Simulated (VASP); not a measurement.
## SrCuSi: single point with LDA

SrCuSi:

```
Sr Si Cu
1.0
     4.14343    0.00000    0.00000
    -2.07172    3.58832    0.00000
     0.00000    0.00000    4.72929
Sr Si Cu
1 1 1
Direct
  0.00000 0.00000 0.00000
  0.66667 0.33333 0.50000
  0.33333 0.66667 0.50000
```

* Program: VASP 6.6.1
* Task: single point
* Functional: LDA
* Potentials or basis: VASP PAW LDA potentials, release 64 (Sr_sv, Si, Cu)
* Cutoff: 520 eV
* k mesh: 8 × 8 × 6
* Occupations: fermi-dirac, width 0.05 eV
* Spin: no spin polarisation

* Pressure: -5.6 GPa

Stress tensor (GPa, compression positive):
```
-6.17  0.00  0.00
 0.00 -6.17  0.00
 0.00  0.00 -4.39
```

Levels at points of the mesh, in eV from the Fermi level:
```tsv
k point	band 10	band 11	band 12	band 13	band 14	band 15
(0.00, 0.00, 0.00)	-2.89	-0.53	0.84	1.16	1.16	3.02
(0.50, 0.00, 0.00)	-2.95	-2.90	-0.17	-0.02	1.19	3.42
(0.00, 0.00, 0.50)	-2.91	-2.77	1.98	1.98	3.31	3.31
(0.50, 0.00, 0.50)	-2.91	-2.72	-0.60	-0.59	0.21	3.63
```

Run time: 54 s on 1 thread of Intel(R) Xeon(R) Platinum 8488C (Sapphire Rapids) (shared host), peak memory 0.2 GiB.
